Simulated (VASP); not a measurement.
The system is MoS2.

```xyz
6
Lattice="3.1690 0.0000 0.0000 -1.5845 2.7444 0.0000 0.0000 0.0000 12.3240" Properties=species:S:1:pos:R:3 pbc="T T T"
Mo    1.5845    0.9148    9.2430
Mo    0.0000    1.8296    3.0810
S     1.5845    0.9148    4.6461
S     0.0000    1.8296   10.8081
S     1.5845    0.9148    1.5159
S     0.0000    1.8296    7.6779
```

```yaml
Program: VASP 6.6.1
Task: relaxation of cell and atoms
Functional: PBEsol
Potentials_or_basis: VASP PAW PBE potentials, release 64 (Mo_sv_GW, S_GW)
Cutoff: 520 eV
k_mesh: 8 × 8 × 2
Occupations: gaussian, width 0.03 eV
Spin: no spin polarisation
```

At the start: pressure -3.3 GPa; volume 17.86 Å³/atom.

Question: How do energy, volume and symmetry change on relaxing?

Answer: Over 18 steps the energy falls by 3.6 meV/atom and the volume is 17.58 Å³/atom (-1.6 %); space group P6_3/mmc (No. 194, to 0.1 Å) before and after.

The path:
```csv
step,energy change (eV),largest force (eV/Å),pressure (GPa),volume (Å³)
1,0.0000,0.2938,-3.27,107.18
2,0.0668,0.8549,7.03,101.63
3,-0.0235,0.0720,-0.07,105.26
4,-0.0235,0.0793,0.00,105.22
5,-0.0260,0.0189,0.07,104.95
6,-0.0260,0.0100,0.06,104.97
7,-0.0260,0.0200,-0.03,105.06
8,-0.0260,0.0261,-0.09,105.12
9,-0.0261,0.0254,-0.10,105.13
10,-0.0261,0.0233,-0.10,105.17
11,-0.0262,0.0192,-0.10,105.25
12,-0.0263,0.0106,-0.11,105.41
13,-0.0263,0.0062,-0.12,105.73
14,-0.0263,0.0027,-0.11,105.56
15,-0.0263,0.0097,0.04,105.49
16,-0.0263,0.0095,0.04,105.49
17,-0.0264,0.0006,0.01,105.50
18,-0.0215,0.0004,-0.01,105.50
```

Final structure:
```yaml
crystal:
  lattice:
    - [3.13861, 0.00000, 0.00000]
    - [-1.56931, 2.71812, 0.00000]
    - [0.00000, 0.00000, 12.36680]
  atoms:
    - { symbol: Mo, position: [0.66667, 0.33333, 0.75000] }
    - { symbol: Mo, position: [0.33333, 0.66667, 0.25000] }
    - { symbol: S, position: [0.66667, 0.33333, 0.37617] }
    - { symbol: S, position: [0.33333, 0.66667, 0.87617] }
    - { symbol: S, position: [0.66667, 0.33333, 0.12383] }
    - { symbol: S, position: [0.33333, 0.66667, 0.62383] }
```

Caveat: the PAW data sets were made with another functional, which shifts forces and pressure a little; this functional lacks dispersion, which binds the layers, so the pressure and a relaxed spacing across them are unreliable.
